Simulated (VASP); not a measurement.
# SiF in VASP: single point with PBE+D3(BJ)

Aim: the single point of SiF with PBE+D3(BJ).

All numbers are computed with VASP 6.6.1; they aren't measurements. Logs are shortened: lines on timing, memory, paths and dates and some standing lists are left out, and cuts for length are marked.

## Step 1: The cell of the first run

The cell holds a molecule in a box, 2 atoms: a = 15.000 Å, b = 15.500 Å, c = 16.000 Å, α = 90.00°, β = 90.00°, γ = 90.00°.

## Step 2: Single point, PBE+D3(BJ), collinear spin

Input file INCAR:

```
  PREC = Accurate
  ENCUT = 520
  EDIFF = 1E-6
  ISMEAR = 0
  SIGMA = 0.005
  LREAL = F
  LASPH = T
  NELM = 200
  ALGO = Normal
  ISIF = 2
  LWAVE = F
  LCHARG = T
  ISPIN = 2
  MAGMOM = 1 0
  LORBIT = 11
  GGA = PE
  IVDW = 12
  LELF = T
  LVHAR = T
  NBANDS = 16
  ISYM = 0
  GGA_COMPAT = F
  NELMDL = -8
```

Input file KPOINTS:

```
Automatic mesh
0
Gamma
  1 1 1
```

Input file POSCAR:

```
SiF
1.0
   15.0000000000      0.0000000000      0.0000000000
    0.0000000000     15.5000000000      0.0000000000
    0.0000000000      0.0000000000     16.0000000000
Si F
1 1
Direct
    0.4846731044      0.4990179373      0.4512122599
    0.5153268956      0.5009820627      0.5487877401
```

Potentials or basis: VASP PAW PBE potentials, release 64 (Si, F).

Command:

```console
> cat potpaw_PBE.64/Si/POTCAR potpaw_PBE.64/F/POTCAR > POTCAR
> mpirun -np 1 vasp_gam > vasp.out
```

OUTCAR:

```text
PREC = Accurate
   ENCUT = 520
   EDIFF = 1E-6
   ISMEAR = 0
   LREAL = F
   LASPH = T
   NELM = 200
   ISIF = 2
   ISPIN = 2
   LORBIT = 11
   GGA = PE
   IVDW = 12
   ISYM = 0
   NELMDL = -8
 IVDW          = 12

 ion  position               nearest neighbor table
   1  0.485  0.499  0.451-   2 1.63
   2  0.515  0.501  0.549-   1 1.63

IMPORTANT INFORMATION: All symmetrisations will be switched off!
NOSYMM: (Re-)initialisation of all symmetry stuff for point group C_1.

----------------------------------------------------------------------------------------

                                     Primitive cell

  volume of cell :    3720.0000

  direct lattice vectors                    reciprocal lattice vectors
    15.000000000  0.000000000  0.000000000     0.066666667  0.000000000  0.000000000
     0.000000000 15.500000000  0.000000000     0.000000000  0.064516129  0.000000000
     0.000000000  0.000000000 16.000000000     0.000000000  0.000000000  0.062500000

  length of vectors
    15.000000000 15.500000000 16.000000000     0.066666667  0.064516129  0.062500000

  position of ions in fractional coordinates (direct lattice)
     0.484673104  0.499017937  0.451212260
     0.515326896  0.500982063  0.548787740

  ion indices of the primitive-cell ions
   primitive index   ion index
                 1           1
                 2           2

----------------------------------------------------------------------------------------

 KPOINTS: Automatic mesh

Automatic generation of k-mesh.
 Grid dimensions read from file:
 generate k-points for:    1    1    1

 Generating k-lattice:

  Cartesian coordinates                     Fractional coordinates (reciprocal lattice)
     0.066666667  0.000000000  0.000000000     1.000000000  0.000000000  0.000000000
     0.000000000  0.064516129  0.000000000     0.000000000  1.000000000  0.000000000
     0.000000000  0.000000000  0.062500000     0.000000000  0.000000000  1.000000000

  Length of vectors
     0.066666667  0.064516129  0.062500000

  Shift w.r.t. Gamma in fractional coordinates (k-lattice)
     0.000000000  0.000000000  0.000000000

 Subroutine IBZKPT returns following result:
 ===========================================

 Found      1 irreducible k-points:

 Following reciprocal coordinates:
            Coordinates               Weight
  0.000000  0.000000  0.000000      1.000000
   k-points           NKPTS =      1   k-points in BZ     NKDIM =      1   number of bands    NBANDS=     16
   number of dos      NEDOS =    301   number of ions     NIONS =      2
   total plane-waves  NPLWV = ******
   dimension x,y,z NGX =   112 NGY =  120 NGZ =  120
   dimension x,y,z NGXF=   224 NGYF=  240 NGZF=  240
   ions per type =               1   1
   NGX,Y,Z   is equivalent  to a cutoff of  12.41, 12.87, 12.47 a.u.
   NGXF,Y,Z  is equivalent  to a cutoff of  24.83, 25.74, 24.94 a.u.
 SYSTEM =  unknown system
   PREC   = accura    normal or accurate (medium, high low for compatibility)
   ISTART =      0    job   : 0-new  1-cont  2-samecut
   ICHARG =      2    charge: 1-file 2-atom 10-const
   ISPIN  =      2    spin polarized calculation?
   LNONCOLLINEAR =      F non collinear calculations
   LSORBIT =      F    spin-orbit coupling
   LASPH  =      T    aspherical Exc in radial PAW
   ENCUT  =  520.0 eV  38.22 Ry    6.18 a.u.  27.89 28.82 29.75*2*pi/ulx,y,z
   NELM   =    200;   NELMIN=  2; NELMDL= -8     # of ELM steps
   EDIFF  = 0.1E-05   stopping-criterion for ELM
   LREAL  =      F    real-space projection
   EDIFFG = 0.1E-04   stopping-criterion for IOM
   NSW    =      0    number of steps for IOM
   IBRION =     -1    ionic relax: 0-MD 1-quasi-New 2-CG
   NFREE  =      0    steps in history (QN), initial steepest desc. (CG)
   ISIF   =      2    stress and relaxation
   ISYM   =      0    0-nonsym 1-usesym 2-fastsym
   POTIM  = 0.5000    time-step for ionic-motion
   TEBEG  =    0.0;   TEEND  =   0.0 temperature during run
   PSTRESS=    0.0 pullay stress
   NELECT =      11.0000    total number of electrons
   NUPDOWN=      -1.0000    fix difference up-down
   EMIN   =  10.00;   EMAX   =-10.00  energy-range for DOS
   EFERMI =   0.00;   METHOD = LEGACY
   ISMEAR =     0;   SIGMA  =   0.01  broadening in eV -4-tet -1-fermi 0-gaus
   EFERMI_NEDOS =   21; number of points for ismear=-14 and -15
   IALGO  =     38    algorithm
   IMIX   =      4    mixing-type and parameters
     AMIX     =   0.40;   BMIX     =  1.00
     AMIX_MAG =   1.60;   BMIX_MAG =  1.00
  volume/ion in A,a.u.               =    1860.00     12551.90
  Fermi-wavevector in a.u.,A,eV,Ry     =   0.234977  0.444042  0.751233  0.055214
  Thomas-Fermi vector in A             =   1.033633
   LORBIT       =     11    0 simple, 1 ext, 2 COOP (PROOUT), +10 PAW based schemes
   GGA     = PE    functional components
   LHFCALC =     F    Hartree Fock is set to
   AEXX    =    0.0000 exact exchange contribution
   IVDW    =    12    specifies the selected vdW correction
   LEPSILON=     F    determine dielectric tensor
   LRPA    =     F    only Hartree local field effects (RPA)
 spin polarized calculation
 Gauss-broadening in eV      SIGMA  =   0.01
  energy-cutoff  :      520.00
  volume of cell :     3720.00
 maximum number of plane-waves:     50071
 NGX is ok and might be reduce to   112
   NGX = 55   NGY = 57   NGZ = 59

 number of electron      11.0000008 magnetization       1.0000000

 Free energy of the ion-electron system (eV)
  ---------------------------------------------------
  ext. energy  EPLUGINS =         0.00000000
  ---------------------------------------------------
  free energy    TOTEN  =        -7.84912275 eV

  energy without entropy =       -7.84912275  energy(sigma->0) =       -7.84912275

 E-fermi :  -3.8809     XC(G=0):  -0.2695

 val. band max:       -3.9418510321   @ k =   0.0000   0.0000   0.0000
 cond. band min:      -3.6622990093   @ k =   0.0000   0.0000   0.0000
 fundamental gap:      0.2795520227
 Fermi energy:        -3.8809052942

 spin component 1

 k-point     1 :       0.0000    0.0000    0.0000
  band No.  band energies     occupation
      1     -29.9174      1.00000
      2     -13.1589      1.00000
      3     -10.7601      1.00000
      4     -10.7010      1.00000
      5      -8.9094      1.00000
      6      -3.9419      1.00000
[... 8 lines left out ...]
     15       0.6204      0.00000
     16       0.8408      0.00000
 Fermi energy:        -3.8809052942

 spin component 2

 k-point     1 :       0.0000    0.0000    0.0000
  band No.  band energies     occupation
      1     -29.8291      1.00000
      2     -12.9426      1.00000
      3     -10.7205      1.00000
      4     -10.4433      1.00000
      5      -8.3163      1.00000
      6      -3.3614      0.00000
[... 8 lines left out ...]
     15       0.6999      0.00000
     16       1.1431      0.00000

------------------------ aborting loop because EDIFF is reached ----------------------------------------

 Edisp (eV)   -0.01302

 E8    (eV) :    -0.0047

  FORCE on cell =-STRESS in cart. coord.  units (eV):
  Direction    XX          YY          ZZ          XY          YZ          ZX
  --------------------------------------------------------------------------------------
  -------------------------------------------------------------------------------------
  Total      -0.01842    -0.04648     0.25173     0.00145     0.00620     0.08784
  in kB      -0.00793    -0.02002     0.10842     0.00062     0.00267     0.03783
  external pressure =        0.03 kB  Pullay stress =        0.00 kB

 VOLUME and BASIS-vectors are now :
 -----------------------------------------------------------------------------
  energy-cutoff  :      520.00
  volume of cell :     3720.00
      direct lattice vectors                 reciprocal lattice vectors
    15.000000000  0.000000000  0.000000000     0.066666667  0.000000000  0.000000000
     0.000000000 15.500000000  0.000000000     0.000000000  0.064516129  0.000000000
     0.000000000  0.000000000 16.000000000     0.000000000  0.000000000  0.062500000

 POSITION                                       TOTAL-FORCE (eV/Angst)
 -----------------------------------------------------------------------------------
      7.27010      7.73478      7.21940        -0.057159     -0.003779     -0.191802
      7.72990      7.76522      8.78060         0.057159      0.003779      0.191802
 -----------------------------------------------------------------------------------
    total drift:                                0.000488     -0.000034     -0.001929

  FREE ENERGIE OF THE ION-ELECTRON SYSTEM (eV)
  ---------------------------------------------------
  free  energy   TOTEN  =        -7.8621455460 eV

  energy  without entropy=       -7.8621455460  energy(sigma->0) =       -7.86214555

 total charge

# of ion       s       p       d       tot
------------------------------------------
    1        0.917   0.625   0.000   1.543
    2        1.749   4.357   0.000   6.106
--------------------------------------------------
tot          2.667   4.982   0.000   7.649

 magnetization (x)

# of ion       s       p       d       tot
------------------------------------------
    1        0.006   0.266   0.000   0.271
    2        0.000   0.048   0.000   0.048
--------------------------------------------------
tot          0.006   0.314   0.000   0.320
```

Run time: 9.1 min. Hardware: 1 thread of Intel Xeon 6975P-C (Granite Rapids), shared host; peak memory 3.5 GiB.

Results:

```yaml
Free_energy: -7.8621 eV
Largest_force: 0.200 eV/Å
Gap_between_the_frontier_levels: 0.28 eV
Net_moment: 1.00 μB per cell
Site_moments: Si +0.27; F +0.05 μB
Valence_electrons_inside_the_program's_atomic_spheres: Si 1.54; F 6.11
Dispersion_energy_per_atom: -0.007 eV
```

Forces on the atoms (eV/Å):
```
Si  -0.057 -0.004 -0.192
F    0.057  0.004  0.192
```
